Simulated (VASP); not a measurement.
A run of VASP 6.6.1:

Contents of INCAR:

```
ALGO = Normal
EDIFF = 1E-8
ENCUT = 520
GGA = CA
IBRION = 8
ISIF = 2
ISMEAR = -1
LASPH = T
LCHARG = F
LREAL = F
LWAVE = F
NELM = 60
NSW = 1
PREC = Accurate
SIGMA = 0.15
```

File KPOINTS:

```
k-points
0
Gamma
  18 18 14
```

POSCAR

```
TaN
1.0
    2.8836492727      0.0000000000      0.0000000000
   -1.4418246364      2.4973135258      0.0000000000
    0.0000000000      0.0000000000      2.8323514719
Ta N
1 1
Direct
    0.3333333333      0.6666666667      0.5000000000
    0.0000000000      0.0000000000      0.0000000000
```

Potentials or basis: VASP PAW LDA potentials, release 64 (Ta_pv, N).

Launch:

```sh
$ cat potpaw_LDA.64/Ta_pv/POTCAR potpaw_LDA.64/N/POTCAR > POTCAR
$ mpirun -np 1 vasp_std > vasp.out
```

Hardware: 1 thread of Intel(R) Xeon(R) 6975P-C (Granite Rapids), with other jobs on the host.

**Question.** How long does it take, and how much memory?

**Answer.** Wall time 7.5 min on 1 thread of Intel(R) Xeon(R) 6975P-C (Granite Rapids) (shared host), peak memory 0.76 GiB. Counts: scf iterations 78, k points 296.
